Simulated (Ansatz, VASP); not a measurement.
# Au: VASP beside Ansatz

The input POSCAR:

```
Au
1.0
    0.0000000000      2.0074966285      2.0074966285
    2.0074966285      0.0000000000      2.0074966285
    2.0074966285      2.0074966285      0.0000000000
Au
1
Direct
    0.0000000000      0.0000000000      0.0000000000
```

The input INCAR.step1:

```
SYSTEM = Au
  PREC = Accurate
  ENCUT = 550
  ISMEAR = -1
  SIGMA = 0.1
  LREAL = .FALSE.
  LASPH = .TRUE.
  NELM = 120
  NBANDS = 12
  GGA = PE
  ALGO = Normal
  EDIFF = 1E-5
  LWAVE = .TRUE.
  LCHARG = .FALSE.
  GGA_COMPAT = .FALSE.
```

Contents of INCAR.step2:

```
SYSTEM = Au
  PREC = Accurate
  ENCUT = 550
  EDIFF = 1E-6
  ISMEAR = -1
  SIGMA = 0.1
  LREAL = .FALSE.
  LASPH = .TRUE.
  NELM = 120
  ALGO = Normal
  ISIF = 2
  LWAVE = .FALSE.
  LCHARG = .FALSE.
  METAGGA = R2SCAN
  LMIXTAU = .TRUE.
  NBANDS = 12
  ISTART = 1
  GGA_COMPAT = .FALSE.
```

Contents of KPOINTS:

```
Automatic mesh
0
G
  10 10 10
  0 0 0
```

Input for Ansatz:

```yaml
crystal:
  lattice:
    - [0.0, 2.007496628505003, 2.007496628505003]
    - [2.007496628505003, 0.0, 2.007496628505003]
    - [2.007496628505003, 2.007496628505003, 0.0]
  atoms:
    - { symbol: Au, position: [0.0, 0.0, 0.0] }
basis:
  ecutwfc: 557.833418042754
kpoints:
  mp_grid:
    grid: [10, 10, 10]
hamiltonian:
  xc: r2scan
  pseudopotentials:
    kind: paw
scf:
  occupations:
    method: fermi_dirac
    width: 0.1
output:
  stress: true
```

Alike in both runs: task single point; functional r2SCAN; k mesh 10 × 10 × 10; occupations fermi-dirac, width 0.1 eV; no spin polarisation.

|  | VASP | Ansatz |
| --- | --- | --- |
| version | VASP 6.6.1 | Ansatz 0.2.0 |
| potentials or method | VASP PAW PBE potentials, release 64 (Au), cutoff 550 eV | plane waves, PAW |
| valence electrons in the cell | 11 | 19 |

|  | VASP | Ansatz | Ansatz less VASP |
| --- | --- | --- | --- |
| pressure (GPa) | 16.8 | 16.2 | -0.53 |

VASP's potentials were made for PBE, not for r2SCAN. VASP's potentials hold 11 valence electrons a cell and Ansatz's 19, so a difference there can come from the potentials and not from the codes.

Neither program's run includes spin-orbit coupling.
